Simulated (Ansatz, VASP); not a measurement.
CuNi3: VASP beside Ansatz

```
CELL_PARAMETERS angstrom
-1.76784 1.76784 3.49215
1.76784 -1.76784 3.49215
1.76784 1.76784 -3.49215
ATOMIC_POSITIONS crystal
Cu 0.00000 0.00000 0.00000
Ni 0.50000 0.50000 0.00000
Ni 0.25000 0.75000 0.50000
Ni 0.75000 0.25000 0.50000
```

Change from the starting cell: volume scaled by 1.02.

Alike in both runs: task single point; functional PBEsol; k mesh 11 × 11 × 11; occupations fermi-dirac, width 0.05 eV; collinear spin.

|  | VASP | Ansatz |
| --- | --- | --- |
| version | VASP 6.6.1 | Ansatz 0.2.0 |
| potentials or method | VASP PAW PBE potentials, release 64 (Cu, Ni), cutoff 520 eV | all-electron LAPW, scalar-relativistic |

VASP gave:

| Property | Result |
| --- | --- |
| gap on the k mesh at the Fermi level (eV) | none |
| pressure (GPa) | -5.9 |
| traceless stress, the component that is largest in VASP (GPa) | 0.43 |
| net moment per atom (μB) | 0.38 |
| size of the moment on the site where the two differ most (μB) | 0.53 |

Problem. What did Ansatz give for the same quantities?

Solution. gap on the k mesh at the Fermi level (eV): none; pressure (GPa): -6.1; traceless stress, the component that is largest in VASP (GPa): 0.41; net moment per atom (μB): 0.39; size of the moment on the site where the two differ most (μB): 0.56.

VASP's potentials were made for PBE, not for PBEsol. Site moments also hang on the region over which each program counts them. A gap of «none» marks a metal or a gap that the smearing closes. Ansatz ran all-electron here, and VASP with PAW potentials.
